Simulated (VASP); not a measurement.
Set up this calculation in VASP 6.6.1, as the native input.

* Task: single point
* Functional: PBE
* Potentials or basis: VASP PAW PBE potentials, release 64 (Li_sv, B, Pt)
* Cutoff: 520 eV
* k mesh: 6 × 6 × 4
* Occupations: gaussian, width 0.1 eV
* Spin: no spin polarisation
* Dipole correction: no
* Further INCAR settings: ALGO = Normal; EDIFF = 1e-07; NBANDS = 15

The structure of LiBPt lies in POSCAR:

```
LiBPt
1.0
    2.8125325400      0.0000000000      0.0000000000
    0.0000000000      2.8125325400      0.0000000000
    0.0000000000      0.0000000000      3.9507631400
Li B Pt
1 1 1
Direct
    0.5000000000      0.5000000000      0.5000000000
    0.5000000000      0.5000000000      0.0000000000
    0.0000000000      0.0000000000      0.0000000000
```

The cell was built from a structure type or drawn by symmetry, and may not be a known phase.

One way to write it, as run:

INCAR

```
SYSTEM = LiBPt
  PREC = Accurate
  ENCUT = 520
  EDIFF = 1E-7
  ISMEAR = 0
  SIGMA = 0.1
  LREAL = .FALSE.
  LASPH = .TRUE.
  NELM = 80
  ALGO = Normal
  ISIF = 2
  LWAVE = .FALSE.
  LCHARG = .TRUE.
  GGA = PE
  LELF = .TRUE.
  LVHAR = .TRUE.
  NBANDS = 15
```

KPOINTS

```
regular mesh
0
G
  6 6 4
  0 0 0
```

Potentials or basis: VASP PAW PBE potentials, release 64 (Li_sv, B, Pt).

Command:

```sh
$ cat potpaw_PBE.64/Li_sv/POTCAR potpaw_PBE.64/B/POTCAR potpaw_PBE.64/Pt/POTCAR > POTCAR
$ mpirun -np 1 vasp_std > vasp.out
```

It gave:

| Quantity | Value |
| --- | --- |
| Band gap on the k mesh | zero (bands 8 and 9 overlap by 1.87 eV) |

Caveat: the k points lie up to 0.40 Å⁻¹ apart, too coarse for converged energies and pressures of a metal; spin-orbit coupling is left out, which moves the levels of the heavy elements.

It took 6.7 s on 1 thread of Intel(R) Xeon(R) 6975P-C (Granite Rapids), on a shared host, peak memory 0.15 GiB.
